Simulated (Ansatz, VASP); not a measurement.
## ZrC: VASP beside Ansatz

```
CELL_PARAMETERS angstrom
3.39148 0.00000 0.00000
-1.69574 2.93710 0.00000
0.00000 0.00000 5.29005
ATOMIC_POSITIONS crystal
Zr 0.66667 0.33333 0.75000
Zr 0.33333 0.66667 0.25000
C 0.00000 0.00000 0.50000
C 0.00000 0.00000 0.00000
```

Alike in both runs: functional LDA; k mesh 7 × 7 × 4; occupations fermi-dirac, width 0.05 eV; no spin polarisation.

```csv
,VASP,Ansatz
version,VASP 6.6.1,Ansatz 0.2.0
potentials or method,"VASP PAW LDA potentials, release 64 (Zr_sv, C)",Ansatz PAW
plane-wave cutoff (eV),520,420
valence electrons in the cell,32,32
task,single point,band structure
```

```tsv
	VASP	Ansatz	Ansatz less VASP
gap on the k mesh at the Fermi level (eV)	none	none	-
pressure (GPa)	-11.3	-11.8	-0.58
traceless stress, the component that is largest in VASP (GPa)	2.50	2.54	+0.041
```

LDA's correlation is that of Perdew and Zunger in VASP and of Perdew and Wang (1992) in Ansatz. A gap of «none» marks a metal or a gap that the smearing closes.
